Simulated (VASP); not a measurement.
The system is La.

```
La
1.0
     3.79935    0.00000    0.00000
    -1.89967    3.29033    0.00000
     0.00000    0.00000    6.14988
La
2
Cartesian
  1.8997 1.0968 4.6124
  0.0000 2.1936 1.5375
```

This cell differs from its parent crystal: volume scaled by 1.04.

Base run:

- Program: VASP 6.6.1
- Functional: PBEsol
- Potentials or basis: VASP PAW PBE potentials, release 64 (La)
- Cutoff: 520 eV
- k mesh: 8 × 8 × 5
- Occupations: fermi-dirac, width 0.05 eV
- Spin: no spin polarisation

Its results: band gap on the k mesh zero (band 11 reaches 8.49 eV, above the bottom of band 12 at 7.22 eV); pressure -2.3 GPa.

Question: The run is repeated on the same cell with these changes: functional from PBEsol to r2SCAN; further incar settings from ALGO = Normal; EDIFF = 1e-06; NBANDS = 18 to ALGO = Normal; EDIFF = 1e-07; NBANDS = 18. What comes out?

Answer: Band gap on the k mesh zero (band 11 reaches 8.94 eV, above the bottom of band 12 at 7.45 eV); pressure -0.1 GPa.

Caveats: the PAW data sets were made with another functional, which shifts forces and pressure a little; spin-orbit coupling is left out, which moves the levels of the heavy elements.
